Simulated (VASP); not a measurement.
# Se (R-3) in VASP: a series of runs, part 2 of 3

VASP 6.6.1.

## 3. Single point, r2SCAN (strain -2.8%)

Input file POSCAR:

```
Se
1.0
    5.4661319556      3.1558727560      1.4465582798
   -5.4661319556      3.1558727560      1.4465582798
    0.0000000000     -6.3117455120      1.4465582797
Se
6
Direct
    0.8305588855      0.7028741602      0.0804983117
    0.7028741602      0.0804983117      0.8305588855
    0.0804983117      0.8305588855      0.7028741602
    0.1694411145      0.2971258398      0.9195016883
    0.2971258398      0.9195016883      0.1694411145
    0.9195016883      0.1694411145      0.2971258398
```

Input file INCAR.step1:

```
SYSTEM = Se
PREC     = Accurate       ! precision mode
ENCUT    = 520            ! plane-wave cutoff, eV
ISMEAR   = 0              ! smearing method
SIGMA    = 0.01           ! smearing width, eV
LREAL    = .False.        ! projectors in reciprocal space
LASPH    = .True.         ! aspherical terms in the spheres
NELM     = 60             ! most SCF steps
NBANDS   = 27             ! bands
GGA      = PE             ! functional
ALGO     = Normal         ! electronic algorithm
EDIFF    = 1E-4           ! SCF threshold, eV
LWAVE    = .True.         ! write WAVECAR
LCHARG   = .False.        ! write CHGCAR
```

Input file INCAR.step2:

```
SYSTEM = Se
PREC     = Accurate       ! precision mode
ENCUT    = 520            ! plane-wave cutoff, eV
EDIFF    = 1E-6           ! SCF threshold, eV
ISMEAR   = 0              ! smearing method
SIGMA    = 0.01           ! smearing width, eV
LREAL    = .False.        ! projectors in reciprocal space
LASPH    = .True.         ! aspherical terms in the spheres
NELM     = 60             ! most SCF steps
ALGO     = Normal         ! electronic algorithm
ISIF     = 2              ! what is computed and relaxed
LWAVE    = .False.        ! write WAVECAR
LCHARG   = .True.         ! write CHGCAR
METAGGA  = R2SCAN         ! meta-GGA
LMIXTAU  = .True.       
LELF     = .True.         ! ELF
LVHAR    = .True.       
NBANDS   = 27             ! bands
ISTART   = 1
```

Input file KPOINTS:

```
regular mesh
0
Gamma
  6 6 6
  0 0 0
```

Potentials or basis: VASP PAW PBE potentials, release 64 (Se).

The run is started by

```sh
$ cat potpaw_PBE.64/Se/POTCAR > POTCAR
$ cp INCAR.step1 INCAR
$ mpirun -np 1 vasp_std > vasp.out
$ cp INCAR.step2 INCAR
$ mpirun -np 1 vasp_std > vasp.out
```

OUTCAR:

```text
SYSTEM = Se
   PREC = Accurate
   ENCUT = 520
   EDIFF = 1E-6
   ISMEAR = 0
   LREAL = .False.
   LASPH = .True.
   NELM = 60
   ISIF = 2
   METAGGA = R2SCAN
   ISTART = 1

 ion  position               nearest neighbor table
   1  0.831  0.703  0.080-   6 2.38   5 2.38
   2  0.703  0.080  0.831-   6 2.38   4 2.38
   3  0.080  0.831  0.703-   5 2.38   4 2.38
   4  0.169  0.297  0.920-   3 2.38   2 2.38
   5  0.297  0.920  0.169-   3 2.38   1 2.38
   6  0.920  0.169  0.297-   2 2.38   1 2.38

  LATTYP: Found a trigonal (rhomboedric) cell.
 ALAT       =     6.4753889663
 COS(alpha) =    -0.4251431741

  Lattice vectors:

 A1 = (   5.4661319556,   3.1558727560,   1.4465582798)
 A2 = (  -5.4661319556,   3.1558727560,   1.4465582798)
 A3 = (   0.0000000000,  -6.3117455120,   1.4465582797)

Analysis of symmetry for initial positions (statically):
=====================================================================
 Subroutine PRICEL returns:
 Original cell was already a primitive cell.

 Routine SETGRP: Setting up the symmetry group for a
 trigonal (rhombohedral) supercell.

 Subroutine GETGRP returns: Found  6 space group operations
 (whereof  6 operations were pure point group operations)
 out of a pool of 12 trial point group operations.

The static configuration has the point symmetry S_6 .

Analysis of symmetry for dynamics (positions and initial velocities):
=====================================================================
 Subroutine PRICEL returns:
 Original cell was already a primitive cell.

 Routine SETGRP: Setting up the symmetry group for a
 trigonal (rhombohedral) supercell.

 Subroutine GETGRP returns: Found  6 space group operations
 (whereof  6 operations were pure point group operations)
 out of a pool of 12 trial point group operations.

The dynamic configuration has the point symmetry S_6 .

 Subroutine INISYM returns: Found  6 space group operations
 (whereof  6 operations are pure point group operations),
 and found     1 'primitive' translations

----------------------------------------------------------------------------------------

                                     Primitive cell

  volume of cell :     149.7224

  direct lattice vectors                    reciprocal lattice vectors
     5.466131956  3.155872756  1.446558280     0.091472362  0.052811593  0.230432011
    -5.466131956  3.155872756  1.446558280    -0.091472362  0.052811593  0.230432011
     0.000000000 -6.311745512  1.446558280     0.000000000 -0.105623185  0.230432011

  length of vectors
     6.475388966  6.475388966  6.475388966     0.253486033  0.253486033  0.253486033

  position of ions in fractional coordinates (direct lattice)
     0.830558885  0.702874160  0.080498312
     0.702874160  0.080498312  0.830558885
     0.080498312  0.830558885  0.702874160
     0.169441115  0.297125840  0.919501688
     0.297125840  0.919501688  0.169441115
     0.919501688  0.169441115  0.297125840

  ion indices of the primitive-cell ions
   primitive index   ion index
                 1           1
                 2           2
                 3           3
                 4           4
                 5           5
                 6           6

----------------------------------------------------------------------------------------

 KPOINTS: regular mesh

Automatic generation of k-mesh.
 Grid dimensions read from file:
 generate k-points for:    6    6    6

 Generating k-lattice:

  Cartesian coordinates                     Fractional coordinates (reciprocal lattice)
     0.015245394  0.008801932  0.038405335     0.166666667  0.000000000  0.000000000
    -0.015245394  0.008801932  0.038405335     0.000000000  0.166666667  0.000000000
     0.000000000 -0.017603864  0.038405335     0.000000000  0.000000000  0.166666667

  Length of vectors
     0.042247672  0.042247672  0.042247672

  Shift w.r.t. Gamma in fractional coordinates (k-lattice)
     0.000000000  0.000000000  0.000000000

 Subroutine IBZKPT returns following result:
 ===========================================

 Found     40 irreducible k-points:

 Following reciprocal coordinates:
            Coordinates               Weight
  0.000000  0.000000  0.000000      1.000000
  0.166667 -0.000000  0.000000      6.000000
  0.333333 -0.000000  0.000000      6.000000
  0.500000 -0.000000  0.000000      3.000000
  0.166667  0.166667  0.000000      6.000000
  0.333333  0.166667 -0.000000      6.000000
[... 16 lines left out ...]
  0.333333  0.333333  0.166667      6.000000
  0.500000  0.333333  0.166667      6.000000
 [... further k-points ...]
   k-points           NKPTS =     40   k-points in BZ     NKDIM =     40   number of bands    NBANDS=     27
   number of dos      NEDOS =    301   number of ions     NIONS =      6
   total plane-waves  NPLWV = 110592
   dimension x,y,z NGX =    48 NGY =   48 NGZ =   48
   dimension x,y,z NGXF=    96 NGYF=   96 NGZF=   96
   ions per type =               6
   NGX,Y,Z   is equivalent  to a cutoff of  12.32, 12.32, 12.32 a.u.
   NGXF,Y,Z  is equivalent  to a cutoff of  24.65, 24.65, 24.65 a.u.
 SYSTEM =  Se
   PREC   = accura    normal or accurate (medium, high low for compatibility)
   ISTART =      1    job   : 0-new  1-cont  2-samecut
   ICHARG =      0    charge: 1-file 2-atom 10-const
   ISPIN  =      1    spin polarized calculation?
   LNONCOLLINEAR =      F non collinear calculations
   LSORBIT =      F    spin-orbit coupling
   LASPH  =      T    aspherical Exc in radial PAW
   ENCUT  =  520.0 eV  38.22 Ry    6.18 a.u.  12.04 12.04 12.04*2*pi/ulx,y,z
   NELM   =     60;   NELMIN=  2; NELMDL=  0     # of ELM steps
   EDIFF  = 0.1E-05   stopping-criterion for ELM
   LREAL  =      F    real-space projection
   EDIFFG = 0.1E-04   stopping-criterion for IOM
   NSW    =      0    number of steps for IOM
   IBRION =     -1    ionic relax: 0-MD 1-quasi-New 2-CG
   NFREE  =      0    steps in history (QN), initial steepest desc. (CG)
   ISIF   =      2    stress and relaxation
   ISYM   =      2    0-nonsym 1-usesym 2-fastsym
   POTIM  = 0.5000    time-step for ionic-motion
   TEBEG  =    0.0;   TEEND  =   0.0 temperature during run
   PSTRESS=    0.0 pullay stress
   NELECT =      36.0000    total number of electrons
   NUPDOWN=      -1.0000    fix difference up-down
   EMIN   =  10.00;   EMAX   =-10.00  energy-range for DOS
   EFERMI =   0.00;   METHOD = LEGACY
   ISMEAR =     0;   SIGMA  =   0.01  broadening in eV -4-tet -1-fermi 0-gaus
   EFERMI_NEDOS =   21; number of points for ismear=-14 and -15
   IALGO  =     38    algorithm
   IMIX   =      4    mixing-type and parameters
     AMIX     =   0.40;   BMIX     =  1.00
     AMIX_MAG =   1.60;   BMIX_MAG =  1.00
  volume/ion in A,a.u.               =      24.95       168.40
  Fermi-wavevector in a.u.,A,eV,Ry     =   1.017998  1.923736 14.099976  1.036319
  Thomas-Fermi vector in A             =   2.151430
   LORBIT       =      0    0 simple, 1 ext, 2 COOP (PROOUT), +10 PAW based schemes
   METAGGA = R2SCAN    functional components
   LHFCALC =     F    Hartree Fock is set to
   AEXX    =    0.0000 exact exchange contribution
   IVDW    =     0    specifies the selected vdW correction
   LEPSILON=     F    determine dielectric tensor
   LRPA    =     F    only Hartree local field effects (RPA)
 non-spin polarized calculation
 Gauss-broadening in eV      SIGMA  =   0.01
  energy-cutoff  :      520.00
  volume of cell :      149.72
 maximum number of plane-waves:      4053
   NGX = 25   NGY = 25   NGZ = 25

 number of electron      36.0000000 magnetization

 Free energy of the ion-electron system (eV)
  ---------------------------------------------------
  ext. energy  EPLUGINS =         0.00000000
  ---------------------------------------------------
  free energy    TOTEN  =       -85.52519691 eV

  energy without entropy =      -85.52519691  energy(sigma->0) =      -85.52519691

 E-fermi :   2.8577     XC(G=0):  -9.7270

 val. band max:        2.8085475321   @ k =  -0.1667   0.5000   0.1667
 cond. band min:       4.3277288813   @ k =  -0.1667   0.1667   0.1667
 fundamental gap:      1.5191813492
 Fermi energy:         2.8577269520

 k-point     1 :       0.0000    0.0000    0.0000
  band No.  band energies     occupation
      1     -13.6796      2.00000
      2     -11.5164      2.00000
      3     -11.5164      2.00000
      4      -9.4290      2.00000
      5      -9.4290      2.00000
      6      -7.9662      2.00000
[... 709 lines left out ...]
     26       9.1600      0.00000
     27       9.9624      0.00000

 [... further k-points ...]
[... 5 lines left out ...]
  --------------------------------------------------------------------------------------
  -------------------------------------------------------------------------------------
  Total        2.7479183      2.7479183      2.2501965     -0.0000014      0.0000000      0.0000000
  in kB       29.4054360     29.4054360     24.0793211     -0.0000148      0.0000000      0.0000000
  external PRESSURE =      27.6300644 kB  Pullay stress =       0.0000000 kB

 VOLUME and BASIS-vectors are now :
 -----------------------------------------------------------------------------
  energy-cutoff  :      520.00
  volume of cell :      149.72
      direct lattice vectors                 reciprocal lattice vectors
     5.466131956  3.155872756  1.446558280     0.091472362  0.052811593  0.230432011
    -5.466131956  3.155872756  1.446558280    -0.091472362  0.052811593  0.230432011
     0.000000000 -6.311745512  1.446558280     0.000000000 -0.105623185  0.230432011

 POSITION                                       TOTAL-FORCE (eV/Angst)
 -----------------------------------------------------------------------------------
      0.69794      4.33123      2.33465        -0.004809      0.021394      0.032782
      3.40199     -2.77005      2.33465         0.020932     -0.006533      0.032782
     -4.09993     -1.56118      2.33465        -0.016123     -0.014861      0.032782
     -0.69794     -4.33123      2.00503         0.004809     -0.021394     -0.032782
     -3.40199      2.77005      2.00503        -0.020932      0.006533     -0.032782
      4.09993      1.56118      2.00503         0.016123      0.014861     -0.032782
 -----------------------------------------------------------------------------------
    total drift:                               -0.000000     -0.000000     -0.000000

  FREE ENERGIE OF THE ION-ELECTRON SYSTEM (eV)
  ---------------------------------------------------
  free  energy   TOTEN  =       -85.5251969108 eV

  energy  without entropy=      -85.5251969108  energy(sigma->0) =      -85.52519691
```

Run time: 19 min. Hardware: 1 thread of AMD EPYC, shared host; peak memory 0.38 GiB.

Results:

```
Free energy            : -85.5252 eV
Pressure               : 2.8 GPa
Largest force          : 0.039 eV/Å
Band gap on the k mesh : 1.52 eV (least direct gap 1.56 eV)
```

Forces on the atoms (eV/Å):
```
Se  -0.005  0.021  0.033
Se   0.021 -0.007  0.033
Se  -0.016 -0.015  0.033
Se   0.005 -0.021 -0.033
Se  -0.021  0.007 -0.033
Se   0.016  0.015 -0.033
```

Stress tensor (GPa, compression positive):
```
2.94 0.00 0.00
0.00 2.94 0.00
0.00 0.00 2.41
```

Caveat: the cell differs from its parent crystal (strain -2.8%); the PAW data sets were made with another functional, which shifts forces and pressure a little. A k mesh can miss the band edges.

(Continued in part 3 of 3.)
